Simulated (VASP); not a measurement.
# As (Cmce) in VASP: a series of runs

As is run at these levels: PBEsol, LDA; tasks: single point.

All numbers are computed with VASP 6.6.1; they aren't measurements. Logs are shortened: lines on timing, memory, paths and dates and some standing lists are left out, and cuts for length are marked.

### 1 The cell of the first run

Symmetry: Cmce, No. 64, orthorhombic system. The conventional cell has a = 3.575 Å, b = 10.775 Å, c = 4.379 Å, α = 90.00°, β = 90.00°, γ = 90.00°. Within 3.3 Å of As (site symmetry m) lie 5 As at 2.43 to 3.25 Å.

### 2 Single point, PBEsol

INCAR reads:

```
SYSTEM = As
  PREC = Accurate
  ENCUT = 520
  EDIFF = 1E-6
  ISMEAR = -1
  SIGMA = 0.05
  LREAL = .FALSE.
  LASPH = .TRUE.
  NELM = 60
  ALGO = Normal
  ISIF = 2
  LWAVE = .FALSE.
  LCHARG = .FALSE.
  GGA = PS
  NBANDS = 18
```

KPOINTS reads:

```
Automatic mesh
0
G
  8 8 6
  0 0 0
```

POSCAR reads:

```
As
1.0
    1.7877446484     -5.3877235979      0.0000000000
    1.7877446484      5.3877235979      0.0000000000
    0.0000000000      0.0000000000      4.3787499060
As
4
Direct
    0.3900000000      0.6100000000      0.5600000000
    0.8900000000      0.1100000000      0.9400000000
    0.6100000000      0.3900000000      0.4400000000
    0.1100000000      0.8900000000      0.0600000000
```

Potentials or basis: VASP PAW PBE potentials, release 64 (As).

The run is started by

```sh
$ cat potpaw_PBE.64/As/POTCAR > POTCAR
$ mpirun -np 1 vasp_std > vasp.out
```

OUTCAR:

```text
SYSTEM = As
   PREC = Accurate
   ENCUT = 520
   EDIFF = 1E-6
   ISMEAR = -1
   LREAL = .FALSE.
   LASPH = .TRUE.
   NELM = 60
   ISIF = 2
   GGA = PS

 ion  position               nearest neighbor table
   1  0.390  0.610  0.560-   3 2.43   2 2.44   2 2.44
   2  0.890  0.110  0.940-   4 2.43   1 2.44   1 2.44
   3  0.610  0.390  0.440-   1 2.43   4 2.44   4 2.44
   4  0.110  0.890  0.060-   2 2.43   3 2.44   3 2.44

  LATTYP: Found a base centered orthorhombic cell.
 ALAT       =     3.5754892968
 B/A-ratio  =     3.0136986301
 C/A-ratio  =     1.2246575343

  Lattice vectors:

 A1 = (   1.7877446484,  -5.3877235979,   0.0000000000)
 A2 = (   1.7877446484,   5.3877235979,   0.0000000000)
 A3 = (   0.0000000000,   0.0000000000,   4.3787499060)

Analysis of symmetry for initial positions (statically):
=====================================================================
 Subroutine PRICEL returns:
 Original cell was already a primitive cell.

 Routine SETGRP: Setting up the symmetry group for a
 base centered orthorhombic supercell.

 Subroutine GETGRP returns: Found  8 space group operations
 (whereof  4 operations were pure point group operations)
 out of a pool of  8 trial point group operations.

The static configuration has the point symmetry C_2h.
 The point group associated with its full space group is D_2h.

Analysis of symmetry for dynamics (positions and initial velocities):
=====================================================================
 Subroutine PRICEL returns:
 Original cell was already a primitive cell.

 Routine SETGRP: Setting up the symmetry group for a
 base centered orthorhombic supercell.

 Subroutine GETGRP returns: Found  8 space group operations
 (whereof  4 operations were pure point group operations)
 out of a pool of  8 trial point group operations.

The dynamic configuration has the point symmetry C_2h.
 The point group associated with its full space group is D_2h.

 Subroutine INISYM returns: Found  8 space group operations
 (whereof  4 operations are pure point group operations),
 and found     1 'primitive' translations

----------------------------------------------------------------------------------------

                                     Primitive cell

  volume of cell :      84.3511

  direct lattice vectors                    reciprocal lattice vectors
     1.787744648 -5.387723598  0.000000000     0.279682001 -0.092803573  0.000000000
     1.787744648  5.387723598  0.000000000     0.279682001  0.092803573  0.000000000
     0.000000000  0.000000000  4.378749906     0.000000000  0.000000000  0.228375683

  length of vectors
     5.676583171  5.676583171  4.378749906     0.294676984  0.294676984  0.228375683

  position of ions in fractional coordinates (direct lattice)
     0.390000000  0.610000000  0.560000000
     0.890000000  0.110000000  0.940000000
     0.610000000  0.390000000  0.440000000
     0.110000000  0.890000000  0.060000000

  ion indices of the primitive-cell ions
   primitive index   ion index
                 1           1
                 2           2
                 3           3
                 4           4

----------------------------------------------------------------------------------------

 KPOINTS: Automatic mesh

Automatic generation of k-mesh.
 Grid dimensions read from file:
 generate k-points for:    8    8    6

 Generating k-lattice:

  Cartesian coordinates                     Fractional coordinates (reciprocal lattice)
     0.034960250 -0.011600447  0.000000000     0.125000000  0.000000000  0.000000000
     0.034960250  0.011600447  0.000000000     0.000000000  0.125000000  0.000000000
     0.000000000  0.000000000  0.038062614     0.000000000  0.000000000  0.166666667

  Length of vectors
     0.036834623  0.036834623  0.038062614

  Shift w.r.t. Gamma in fractional coordinates (k-lattice)
     0.000000000  0.000000000  0.000000000

 Subroutine IBZKPT returns following result:
 ===========================================

 Found     84 irreducible k-points:

 Following reciprocal coordinates:
            Coordinates               Weight
  0.000000  0.000000  0.000000      1.000000
  0.125000 -0.000000  0.000000      4.000000
  0.250000 -0.000000  0.000000      4.000000
  0.375000  0.000000  0.000000      4.000000
  0.500000 -0.000000  0.000000      2.000000
  0.125000  0.125000  0.000000      2.000000
[... 16 lines left out ...]
  0.125000 -0.000000  0.166667      8.000000
  0.250000 -0.000000  0.166667      8.000000
 [... further k-points ...]
   k-points           NKPTS =     84   k-points in BZ     NKDIM =     84   number of bands    NBANDS=     18
   number of dos      NEDOS =    301   number of ions     NIONS =      4
   total plane-waves  NPLWV =  63504
   dimension x,y,z NGX =    42 NGY =   42 NGZ =   36
   dimension x,y,z NGXF=    84 NGYF=   84 NGZF=   72
   ions per type =               4
   NGX,Y,Z   is equivalent  to a cutoff of  12.30, 12.30, 13.67 a.u.
   NGXF,Y,Z  is equivalent  to a cutoff of  24.60, 24.60, 27.34 a.u.
 SYSTEM =  As
   PREC   = accura    normal or accurate (medium, high low for compatibility)
   ISTART =      0    job   : 0-new  1-cont  2-samecut
   ICHARG =      2    charge: 1-file 2-atom 10-const
   ISPIN  =      1    spin polarized calculation?
   LNONCOLLINEAR =      F non collinear calculations
   LSORBIT =      F    spin-orbit coupling
   LASPH  =      T    aspherical Exc in radial PAW
   ENCUT  =  520.0 eV  38.22 Ry    6.18 a.u.  10.55 10.55  8.14*2*pi/ulx,y,z
   NELM   =     60;   NELMIN=  2; NELMDL= -5     # of ELM steps
   EDIFF  = 0.1E-05   stopping-criterion for ELM
   LREAL  =      F    real-space projection
   EDIFFG = 0.1E-04   stopping-criterion for IOM
   NSW    =      0    number of steps for IOM
   IBRION =     -1    ionic relax: 0-MD 1-quasi-New 2-CG
   NFREE  =      0    steps in history (QN), initial steepest desc. (CG)
   ISIF   =      2    stress and relaxation
   ISYM   =      2    0-nonsym 1-usesym 2-fastsym
   POTIM  = 0.5000    time-step for ionic-motion
   TEBEG  =    0.0;   TEEND  =   0.0 temperature during run
   PSTRESS=    0.0 pullay stress
   NELECT =      20.0000    total number of electrons
   NUPDOWN=      -1.0000    fix difference up-down
   EMIN   =  10.00;   EMAX   =-10.00  energy-range for DOS
   EFERMI =   0.00;   METHOD = LEGACY
   ISMEAR =    -1;   SIGMA  =   0.05  broadening in eV -4-tet -1-fermi 0-gaus
   EFERMI_NEDOS =   21; number of points for ismear=-14 and -15
   IALGO  =     38    algorithm
   IMIX   =      4    mixing-type and parameters
     AMIX     =   0.40;   BMIX     =  1.00
     AMIX_MAG =   1.60;   BMIX_MAG =  1.00
  volume/ion in A,a.u.               =      21.09       142.31
  Fermi-wavevector in a.u.,A,eV,Ry     =   1.013261  1.914785 13.969063  1.026697
  Thomas-Fermi vector in A             =   2.146419
   LORBIT       =      0    0 simple, 1 ext, 2 COOP (PROOUT), +10 PAW based schemes
   GGA     = PS    functional components
   LHFCALC =     F    Hartree Fock is set to
   AEXX    =    0.0000 exact exchange contribution
   IVDW    =     0    specifies the selected vdW correction
   LEPSILON=     F    determine dielectric tensor
   LRPA    =     F    only Hartree local field effects (RPA)
 non-spin polarized calculation
  energy-cutoff  :      520.00
  volume of cell :       84.35
 maximum number of plane-waves:      2295
   NGX = 21   NGY = 21   NGZ = 17

 number of electron      19.9999999 magnetization

 Free energy of the ion-electron system (eV)
  ---------------------------------------------------
  ext. energy  EPLUGINS =         0.00000000
  ---------------------------------------------------
  free energy    TOTEN  =       -20.15358187 eV

  energy without entropy =      -20.14943103  energy(sigma->0) =      -20.15150645

 E-fermi :   5.3255     XC(G=0): -10.1674

 val. band max:        5.2932151626   @ k =   0.5000   0.3750   0.0000
 cond. band min:       5.3302081624   @ k =   0.5000   0.3750   0.0000
 fundamental gap:      0.0369929998
 Fermi energy:         5.3254994716

 k-point     1 :       0.0000    0.0000    0.0000
  band No.  band energies     occupation
      1     -10.0197      2.00000
      2      -6.9925      2.00000
      3      -4.1441      2.00000
      4      -1.1939      2.00000
      5      -0.3853      2.00000
      6       0.6687      2.00000
[... 10 lines left out ...]
     17      12.4528      0.00000
     18      12.7499      0.00000

 k-point     2 :       0.1250   -0.0000    0.0000
  band No.  band energies     occupation
      1      -9.8440      2.00000
      2      -6.8569      2.00000
      3      -4.3358      2.00000
      4      -0.9892      2.00000
      5      -0.9207      2.00000
      6       0.8515      2.00000
[... 10 lines left out ...]
     17      11.3144      0.00000
     18      12.3863      0.00000

 k-point     3 :       0.2500   -0.0000    0.0000
  band No.  band energies     occupation
      1      -9.3231      2.00000
      2      -6.4470      2.00000
      3      -5.0067      2.00000
      4      -2.1826      2.00000
      5      -0.3942      2.00000
      6       0.9415      2.00000
[... 10 lines left out ...]
     17      11.4528      0.00000
     18      12.2697      0.00000

 k-point     4 :       0.3750    0.0000    0.0000
  band No.  band energies     occupation
      1      -8.4804      2.00000
      2      -6.1251      2.00000
      3      -5.7575      2.00000
      4      -3.5685      2.00000
      5       0.5079      2.00000
      6       1.0319      2.00000
[... 375 lines left out ...]
      4      -1.4519      2.00000
      5      -0.7220      2.00000
      6       1.3543      2.00000
[... 10 lines left out ...]
     17      12.0609      0.00000
     18      12.9356      0.00000

 k-point    23 :       0.1250   -0.0000    0.1667
  band No.  band energies     occupation
      1      -9.6723      2.00000
      2      -6.9948      2.00000
      3      -4.5065      2.00000
      4      -1.6023      2.00000
      5      -0.6342      2.00000
      6       0.7652      2.00000
[... 10 lines left out ...]
     17      12.1404      0.00000
     18      12.7657      0.00000

 k-point    24 :       0.2500   -0.0000    0.1667
  band No.  band energies     occupation
      1      -9.1580      2.00000
      2      -6.6074      2.00000
      3      -4.9401      2.00000
      4      -2.3985      2.00000
      5      -0.3089      2.00000
      6       0.2112      2.00000
[... 10 lines left out ...]
     17      11.5076      0.00000
     18      12.8282      0.00000

 [... further k-points ...]

------------------------ aborting loop because EDIFF is reached ----------------------------------------

  FORCE on cell =-STRESS in cart. coord.  units (eV):
  Direction    XX          YY          ZZ          XY          YZ          ZX
  --------------------------------------------------------------------------------------
  -------------------------------------------------------------------------------------
  Total        3.3519095      2.7624623      2.0534950      0.0000000      0.0000000      0.0000000
  in kB       63.6666416     52.4705979     39.0043730      0.0000000      0.0000000      0.0000000
  external PRESSURE =      51.7138708 kB  Pullay stress =       0.0000000 kB

 VOLUME and BASIS-vectors are now :
 -----------------------------------------------------------------------------
  energy-cutoff  :      520.00
  volume of cell :       84.35
      direct lattice vectors                 reciprocal lattice vectors
     1.787744648 -5.387723598  0.000000000     0.279682001 -0.092803573  0.000000000
     1.787744648  5.387723598  0.000000000     0.279682001  0.092803573  0.000000000
     0.000000000  0.000000000  4.378749906     0.000000000  0.000000000  0.228375683

 POSITION                                       TOTAL-FORCE (eV/Angst)
 -----------------------------------------------------------------------------------
      1.78774      1.18530      2.45210         0.000000      0.539813     -0.315139
      1.78774     -4.20242      4.11602         0.000000      0.539813      0.315139
      1.78774     -1.18530      1.92665         0.000000     -0.539813      0.315139
      1.78774      4.20242      0.26272         0.000000     -0.539813     -0.315139
 -----------------------------------------------------------------------------------
    total drift:                               -0.000000     -0.000000     -0.000000

  FREE ENERGIE OF THE ION-ELECTRON SYSTEM (eV)
  ---------------------------------------------------
  free  energy   TOTEN  =       -20.1535818672 eV

  energy  without entropy=      -20.1494310345  energy(sigma->0) =      -20.15150645
```

Wall time 2.2 min (1 thread of Intel Xeon 8259CL, shared host); peak memory 0.29 GiB.

Results:

```yaml
Free_energy: -20.1536 eV
Pressure: 5.2 GPa
Largest_force: 0.625 eV/Å
Band_gap_on_the_k_mesh: zero (bands 10 and 11 overlap by 0.12 eV)
```

Forces on the atoms (eV/Å):
```
As   0.000  0.540 -0.315
As   0.000  0.540  0.315
As   0.000 -0.540  0.315
As   0.000 -0.540 -0.315
```

Stress tensor (GPa, compression positive):
```
6.37 0.00 0.00
0.00 5.25 0.00
0.00 0.00 3.90
```

Caveat: the cell stands under pressure; the PAW data sets were made with another functional, which shifts forces and pressure a little.

### 3 Single point, LDA (21.09 Å³/atom)

INCAR reads:

```
ALGO = Normal ; EDIFF = 1E-6
ENCUT = 520 ; GGA = CA
ISIF = 2 ; ISMEAR = -1
LASPH = True ; LCHARG = False
LREAL = False ; LWAVE = False
NBANDS = 18 ; NELM = 100
PREC = Accurate ; SIGMA = 0.05
```

KPOINTS reads:

```
k-points
0
Gamma
  8 8 6
```

POSCAR is that of step 2.

Potentials or basis: VASP PAW LDA potentials, release 64 (As).

The run is started by

```sh
$ cat potpaw_LDA.64/As/POTCAR > POTCAR
$ mpirun -np 1 vasp_std > vasp.out
```

Run time: 2.5 min. Hardware: 1 thread of Intel Xeon 8259CL, shared host; peak memory 0.25 GiB.

Results (log left out):

```yaml
Free_energy: -21.2969 eV
Pressure: 3.4 GPa
Largest_force: 0.493 eV/Å
Band_gap_on_the_k_mesh: zero (bands 10 and 11 overlap by 0.11 eV)
```

Forces in eV/Å, atoms in the order of the input:
```
As   0.000  0.446 -0.209
As   0.000  0.446  0.209
As   0.000 -0.446  0.209
As   0.000 -0.446 -0.209
```

Stress tensor (GPa, compression positive):
```
4.52 0.00 0.00
0.00 3.55 0.00
0.00 0.00 2.07
```

Levels at points of the mesh, in eV from the Fermi level:
```csv
k point,band 8,band 9,band 10,band 11,band 12,band 13
"(0.00, 0.00, 0.00)",-2.40,-1.96,-1.11,1.95,1.97,2.53
"(0.50, 0.00, 0.00)",-2.61,-2.49,-2.49,0.78,0.78,1.02
"(0.50, 0.50, 0.00)",-1.77,-1.30,-0.45,0.24,1.83,2.51
"(0.00, 0.00, 0.50)",-2.08,-0.58,-0.58,1.15,1.15,2.11
"(0.50, 0.00, 0.50)",-4.96,-1.90,-1.90,1.95,1.95,4.86
"(0.50, 0.50, 0.50)",-1.91,-1.13,-1.13,1.45,1.45,2.00
```

Caveat: the cell stands under pressure.
